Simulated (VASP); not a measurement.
Set up this calculation in VASP 6.6.1, as the native input.

| Property | Result |
| --- | --- |
| Task | single point |
| Functional | LDA |
| Potentials or basis | VASP PAW LDA potentials, release 64 (Y_sv, Zr_sv) |
| Cutoff | 520 eV |
| k mesh | 18 × 18 × 10 |
| Occupations | gaussian, width 0.15 eV |
| Spin | no spin polarisation |
| Dipole correction | no |
| Further INCAR settings | ALGO = Normal; EDIFF = 1e-06; NBANDS = 18 |

The structure of YZr lies in POSCAR:

```
YZr
1.0
    3.4235833799      0.0000000000      0.0000000000
   -1.7117916900      2.9649101790      0.0000000000
    0.0000000000      0.0000000000      5.9428457000
Y Zr
1 1
Direct
    0.6666666667      0.3333333333      0.5000000000
    0.3333333333      0.6666666667      0.0000000000
```

This cell differs from its parent crystal: strain +0.1000 x Voigt [0, 0, 1, 0, 0, 0].

These files were run (other wordings do the same):

INCAR

```
SYSTEM = YZr
ALGO     = Normal         ! electronic algorithm
EDIFF    = 1E-6           ! SCF threshold, eV
ENCUT    = 520            ! plane-wave cutoff, eV
ISIF     = 2              ! what is computed and relaxed
ISMEAR   = 0              ! smearing method
LASPH    = .True.         ! aspherical terms in the spheres
LCHARG   = .True.         ! write CHGCAR
LELF     = .True.         ! ELF
LREAL    = .False.        ! projectors in reciprocal space
LVHAR    = .True.       
LWAVE    = .False.        ! write WAVECAR
NBANDS   = 18             ! bands
NELM     = 100            ! most SCF steps
PREC     = Accurate       ! precision mode
SIGMA    = 0.15           ! smearing width, eV
```

KPOINTS

```
k-points
0
Gamma
  18 18 10
  0 0 0
```

Potentials or basis: VASP PAW LDA potentials, release 64 (Y_sv, Zr_sv).

Run with:

```sh
$ cat potpaw_LDA.64/Y_sv/POTCAR potpaw_LDA.64/Zr_sv/POTCAR > POTCAR
$ mpirun -np 1 vasp_std > vasp.out
```

It gave:

The pressure is -9.5 GPa. The band gap on the k mesh is zero (an odd number of electrons rules out a gap without spin polarisation).

Caveat: the cell differs from its parent crystal (strain +0.1000 x Voigt [0, 0, 1, 0, 0, 0]); the cell stands under tension.

It took 3.4 min on 1 thread of Intel(R) Xeon(R) Platinum 8488C (Sapphire Rapids), with other jobs on the host, peak memory 0.38 GiB.
